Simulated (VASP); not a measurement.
# TiIn4 (I4/mmm) in VASP: notebook

The runs below take TiIn4 through single point, relaxation of cell and atoms, with PBE.

Program: VASP 6.6.1. These are calculated values, not measurements. Logs are shortened: lines on timing, memory, paths and dates and some standing lists are left out, and cuts for length are marked.

### 1 The cell of the first run

The structure is tetragonal, space group I4/mmm (No. 139). Conventional cell: a = 6.399 Å, b = 6.399 Å, c = 5.987 Å, α = 90.00°, β = 90.00°, γ = 90.00°. Ti (site symmetry 4/mmm) has 16 In at 3.44 to 3.53 Å within 4.5 Å. In (site symmetry m2m) has 3 In at 2.41 to 3.00 Å within 3.2 Å.

The cell was built from a structure type or drawn by symmetry, and may not be a known phase.

### 2 Single point, PBE

INCAR reads:

```
PREC = Accurate
ENCUT = 520
EDIFF = 1E-6
ISMEAR = 0
SIGMA = 0.1
LREAL = F
LASPH = T
NELM = 80
ALGO = Fast
ISIF = 2
LWAVE = F
LCHARG = T
GGA = PE
LELF = T
LVHAR = T
NBANDS = 40
```

KPOINTS reads:

```
regular mesh
0
Gamma
  4 4 4
```

POSCAR reads:

```
TiIn4
1.0
   -3.1997158800      3.1997158800      2.9932880400
    3.1997158800     -3.1997158800      2.9932880400
    3.1997158800      3.1997158800     -2.9932880400
Ti In
1 4
Direct
    0.5000000000      0.5000000000      0.0000000000
    0.0000000000      0.7340611300      0.7340611300
    0.0000000000      0.2659388700      0.2659388700
    0.7340611300      0.0000000000      0.7340611300
    0.2659388700      0.0000000000      0.2659388700
```

Potentials or basis: VASP PAW PBE potentials, release 64 (Ti_sv, In_d).

Command:

```bash
cat potpaw_PBE.64/Ti_sv/POTCAR potpaw_PBE.64/In_d/POTCAR > POTCAR
mpirun -np 1 vasp_std > vasp.out
```

OUTCAR:

```text
PREC = Accurate
   ENCUT = 520
   EDIFF = 1E-6
   ISMEAR = 0
   LREAL = F
   LASPH = T
   NELM = 80
   ISIF = 2
   GGA = PE

 ion  position               nearest neighbor table
   1  0.500  0.500  0.000-   2 3.44   4 3.44   5 3.44   3 3.44   5 3.44   3 3.44   2 3.44   4 3.44

   2  0.000  0.734  0.734-   5 2.41   4 2.41   3 3.00   3 3.40   1 3.44   1 3.44   5 3.67   4 3.67
                             4 3.67   5 3.67
   3  0.000  0.266  0.266-   5 2.41   4 2.41   2 3.00   2 3.40   1 3.44   1 3.44   4 3.67   5 3.67
                             5 3.67   4 3.67
   4  0.734  0.000  0.734-   3 2.41   2 2.41   5 3.00   5 3.40   1 3.44   1 3.44   3 3.67   3 3.67
                             2 3.67   2 3.67
   5  0.266  0.000  0.266-   3 2.41   2 2.41   4 3.00   4 3.40   1 3.44   1 3.44   2 3.67   3 3.67
                             2 3.67   3 3.67

  LATTYP: Found a body centered tetragonal cell.
 ALAT       =     6.3994317600
 C/A-ratio  =     0.9354855719

  Lattice vectors:

 A1 = (  -3.1997158800,   3.1997158800,   2.9932880400)
 A2 = (   3.1997158800,  -3.1997158800,   2.9932880400)
 A3 = (   3.1997158800,   3.1997158800,  -2.9932880400)

Analysis of symmetry for initial positions (statically):
=====================================================================
 Subroutine PRICEL returns:
 Original cell was already a primitive cell.

 Routine SETGRP: Setting up the symmetry group for a
 body centered tetragonal supercell.

 Subroutine GETGRP returns: Found 16 space group operations
 (whereof 16 operations were pure point group operations)
 out of a pool of 16 trial point group operations.

The static configuration has the point symmetry D_4h.

Analysis of symmetry for dynamics (positions and initial velocities):
=====================================================================
 Subroutine PRICEL returns:
 Original cell was already a primitive cell.

 Routine SETGRP: Setting up the symmetry group for a
 body centered tetragonal supercell.

 Subroutine GETGRP returns: Found 16 space group operations
 (whereof 16 operations were pure point group operations)
 out of a pool of 16 trial point group operations.

The dynamic configuration has the point symmetry D_4h.

 Subroutine INISYM returns: Found 16 space group operations
 (whereof 16 operations are pure point group operations),
 and found     1 'primitive' translations

[... 89 lines left out ...]
   LREAL  =      F    real-space projection
   EDIFFG = 0.1E-04   stopping-criterion for IOM
   NSW    =      0    number of steps for IOM
   IBRION =     -1    ionic relax: 0-MD 1-quasi-New 2-CG
   NFREE  =      0    steps in history (QN), initial steepest desc. (CG)
   ISIF   =      2    stress and relaxation
   ISYM   =      2    0-nonsym 1-usesym 2-fastsym
   POTIM  = 0.5000    time-step for ionic-motion
   TEBEG  =    0.0;   TEEND  =   0.0 temperature during run
   PSTRESS=    0.0 pullay stress
   NELECT =      64.0000    total number of electrons
   NUPDOWN=      -1.0000    fix difference up-down
   EMIN   =  10.00;   EMAX   =-10.00  energy-range for DOS
   EFERMI =   0.00;   METHOD = LEGACY
   ISMEAR =     0;   SIGMA  =   0.10  broadening in eV -4-tet -1-fermi 0-gaus
   EFERMI_NEDOS =   21; number of points for ismear=-14 and -15
   IALGO  =     68    algorithm
   IMIX   =      4    mixing-type and parameters
     AMIX     =   0.40;   BMIX     =  1.00
     AMIX_MAG =   1.60;   BMIX_MAG =  1.00
  volume/ion in A,a.u.               =      24.52       165.45
  Fermi-wavevector in a.u.,A,eV,Ry     =   1.318230  2.491093 23.643241  1.737729
  Thomas-Fermi vector in A             =   2.448214
   LORBIT       =      0    0 simple, 1 ext, 2 COOP (PROOUT), +10 PAW based schemes
   GGA     = PE    functional components
   LHFCALC =     F    Hartree Fock is set to
   AEXX    =    0.0000 exact exchange contribution
   IVDW    =     0    specifies the selected vdW correction
   LEPSILON=     F    determine dielectric tensor
   LRPA    =     F    only Hartree local field effects (RPA)
 non-spin polarized calculation
 RMM-DIIS sequential band-by-band and
 Gauss-broadening in eV      SIGMA  =   0.10
  energy-cutoff  :      520.00
  volume of cell :      122.58
 maximum number of plane-waves:      3335
   NGX = 21   NGY = 21   NGZ = 21

 number of electron      63.9999990 magnetization

 Free energy of the ion-electron system (eV)
  ---------------------------------------------------
  ext. energy  EPLUGINS =         0.00000000
  ---------------------------------------------------
  free energy    TOTEN  =       -12.86708264 eV

  energy without entropy =      -12.82018975  energy(sigma->0) =      -12.84363619

 E-fermi :   7.7657     XC(G=0): -10.3344

 val. band max:        7.7556889298   @ k =   0.2500   0.2500   0.2500
 cond. band min:       7.8004616742   @ k =   0.2500  -0.0000   0.0000
 fundamental gap:      0.0447727444
 Fermi energy:         7.7656862545

 k-point     1 :       0.0000    0.0000    0.0000
  band No.  band energies     occupation
      1     -49.9292      2.00000
      2     -26.2169      2.00000
      3     -26.2169      2.00000
      4     -26.1241      2.00000
      5      -8.4387      2.00000
      6      -8.3185      2.00000
[... 548 lines left out ...]
     39      12.0195      0.00000
     40      12.0223      0.00000

------------------------ aborting loop because EDIFF is reached ----------------------------------------

  FORCE on cell =-STRESS in cart. coord.  units (eV):
  Direction    XX          YY          ZZ          XY          YZ          ZX
  --------------------------------------------------------------------------------------
  -------------------------------------------------------------------------------------
  Total       15.5486768     15.5486768     -2.2903840      0.0000000      0.0000000      0.0000000
  in kB      203.2229185    203.2229185    -29.9355715      0.0000000      0.0000000      0.0000000
  external PRESSURE =     125.5034219 kB  Pullay stress =       0.0000000 kB

 VOLUME and BASIS-vectors are now :
 -----------------------------------------------------------------------------
  energy-cutoff  :      520.00
  volume of cell :      122.58
      direct lattice vectors                 reciprocal lattice vectors
    -3.199715880  3.199715880  2.993288040     0.000000000  0.156263874  0.167040389
     3.199715880 -3.199715880  2.993288040     0.156263874  0.000000000  0.167040389
     3.199715880  3.199715880 -2.993288040     0.156263874  0.156263874  0.000000000

 POSITION                                       TOTAL-FORCE (eV/Angst)
 -----------------------------------------------------------------------------------
      0.00000      0.00000      2.99329        -0.000000      0.000000      0.000000
      4.69757      0.00000      0.00000        -6.537951      0.000000      0.000000
      1.70186      0.00000      0.00000         6.537951     -0.000000     -0.000000
      0.00000      4.69757      0.00000        -0.000000     -6.537951      0.000000
      0.00000      1.70186      0.00000        -0.000000      6.537951     -0.000000
 -----------------------------------------------------------------------------------
    total drift:                               -0.000000     -0.000000      0.000000

  FREE ENERGIE OF THE ION-ELECTRON SYSTEM (eV)
  ---------------------------------------------------
  free  energy   TOTEN  =       -12.8670826397 eV

  energy  without entropy=      -12.8201897478  energy(sigma->0) =      -12.84363619
```

stdout:

```text
POSCAR found type information on POSCAR TiIn
 POSCAR found :  2 types and       5 ions
 scaLAPACK will be used
 LDA part: xc-table for (Slater+PW92), standard interpolation
 POSCAR, INCAR and KPOINTS ok, starting setup
 FFT: planning ... GRIDC
 FFT: planning ... GRID_SOFT
 FFT: planning ... GRID
 WAVECAR not read
 entering main loop
WARNING in EDDRMM: call to ZHEGV failed, returncode =   8  4     28
WARNING in EDDRMM: call to ZHEGV failed, returncode =   8  4     38
```

It took 1.9 min on 1 thread of Intel Xeon 6975P-C (Granite Rapids), shared host; peak memory 0.27 GiB.

What came out:

* Free energy: -12.8671 eV
* Pressure: 12.6 GPa
* Largest force: 6.538 eV/Å
* Band gap on the k mesh: zero (bands 32 and 33 overlap by 0.35 eV)

Forces in eV/Å, atoms in the order of the input:
```
Ti   0.000  0.000  0.000
In  -6.538  0.000  0.000
In   6.538  0.000  0.000
In   0.000 -6.538  0.000
In   0.000  6.538  0.000
```

Stress tensor (GPa, compression positive):
```
20.32  0.00  0.00
 0.00 20.32  0.00
 0.00  0.00 -2.99
```

Caveat: the cell stands under pressure; spin-orbit coupling is left out, which moves the levels of the heavy elements; forces of over 1 eV/Å act on the atoms, so gaps and moduli don't describe the material at rest.

### 3 Single point, PBE

This run uses another cell than the first one, of 25.69 Å³/atom.

INCAR reads:

```
  ALGO = Normal
  EDIFF = 1E-7
  ENCUT = 520
  GGA = PE
  ISIF = 2
  ISMEAR = 0
  LASPH = T
  LCHARG = F
  LREAL = F
  LWAVE = F
  NBANDS = 40
  NELM = 80
  PREC = Accurate
  SIGMA = 0.1
```

KPOINTS reads:

```
k-points
0
Gamma
  4 4 4
```

POSCAR reads:

```
TiIn4
1.0
   -4.6480743144      4.6480743144      1.4862172377
    4.6480743144     -4.6480743144      1.4862172377
    4.6480743144      4.6480743144     -1.4862172377
Ti In
1 4
Direct
    0.5000000000      0.5000000000      0.0000000000
    0.0000000000      0.7251120127      0.7251120127
    0.0000000000      0.2748879873      0.2748879873
    0.7251120127      0.0000000000      0.7251120127
    0.2748879873      0.0000000000      0.2748879873
```

Potentials or basis: VASP PAW PBE potentials, release 64 (Ti_sv, In_d).

Command:

```bash
cat potpaw_PBE.64/Ti_sv/POTCAR potpaw_PBE.64/In_d/POTCAR > POTCAR
mpirun -np 1 vasp_std > vasp.out
```

Run time: 56 s. Hardware: 1 thread of Intel Xeon 6975P-C (Granite Rapids), shared host; peak memory 0.36 GiB.

The run converged. Its results:

```yaml
Free_energy: -17.9905 eV
Pressure: 0.0 GPa
Largest_force: 0.007 eV/Å
Band_gap_on_the_k_mesh: zero (bands 32 and 33 overlap by 0.91 eV)
```

Forces in eV/Å, atoms in the order of the input:
```
Ti   0.000  0.000  0.000
In  -0.007  0.000  0.000
In   0.007  0.000  0.000
In   0.000 -0.007  0.000
In   0.000  0.007  0.000
```

Levels at points of the mesh, in eV from the Fermi level:
```
           k point  band 28  band 29  band 30  band 31  band 32  band 33  band 34  band 35  band 36  band 37
(0.00, 0.00, 0.00)    -4.27    -3.92    -3.42    -1.37    -1.37    -0.63     1.06     1.53     1.61     1.61
(0.50, 0.00, 0.00)    -2.51    -2.35    -1.96    -1.85    -0.29     0.20     0.36     0.73     1.73     1.83
(0.50, 0.50, 0.00)    -4.96    -2.99    -2.92    -0.91    -0.40    -0.34     0.06     1.60     1.62     2.41
(0.50, 0.50, 0.50)    -6.86    -1.43    -0.98    -0.56     0.28     0.37     0.37     1.61     1.61     1.71
```

Caveat: the k points lie up to 0.55 Å⁻¹ apart, too coarse for converged energies and pressures of a metal; spin-orbit coupling is left out, which moves the levels of the heavy elements.

(Continued in part 2 of 2.)
